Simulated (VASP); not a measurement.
Here is a VASP 6.6.1 calculation.

Contents of INCAR:

```
SYSTEM = ZrCrC5
ALGO = Normal
EDIFF = 1E-6
ENCUT = 600
GGA = PE
GGA_COMPAT = .False.
ISIF = 2
ISMEAR = 0
ISPIN = 2
LASPH = .True.
LCHARG = .True.
LELF = .True.
LMAXMIX = 4
LORBIT = 11
LREAL = .False.
LVHAR = .True.
LWAVE = .False.
MAGMOM = 0 3 0 0 0 0 0
NBANDS = 35
NELM = 200
PREC = Accurate
SIGMA = 0.2
```

Contents of KPOINTS:

```
k-points
0
Gamma
  4 4 4
  0 0 0
```

The input POSCAR:

```
ZrCrC5
1.0
    3.0990424995     -2.4537291456      0.1996422671
    3.0990424995      2.4537291456      0.1996422671
   -2.1521287008      0.0000000000      5.1389789562
Zr Cr C
1 1 5
Direct
    0.0000000000      0.0000000000      0.5000000000
    0.5000000000      0.5000000000      0.5000000000
    0.0173970280      0.3284502281      0.9115104734
    0.6715497719      0.9826029720      0.0884895266
    0.9826029720      0.6715497719      0.0884895266
    0.3284502281      0.0173970280      0.9115104734
    0.0000000000      0.0000000000      0.0000000000
```

Potentials or basis: VASP PAW PBE potentials, release 64 (Zr_sv, Cr_pv, C).

Command:

```console
$ cat potpaw_PBE.64/Zr_sv/POTCAR potpaw_PBE.64/Cr_pv/POTCAR potpaw_PBE.64/C/POTCAR > POTCAR
$ mpirun -np 1 vasp_std > vasp.out
```

What does it give for the net moment?

2.95 μB per cell.

What does it give for the site moments?

Zr -0.23; Cr +3.04; C -0.02, +0.04 (each value once) μB.

What does it give for the largest force?

0.069 eV/Å.

Estimate the pressure.

0.3 GPa.

Stress tensor (GPa, compression positive):
```
0.22 0.00 0.08
0.00 0.58 0.00
0.08 0.00 0.14
```

Caveat: the k points lie up to 0.42 Å⁻¹ apart.
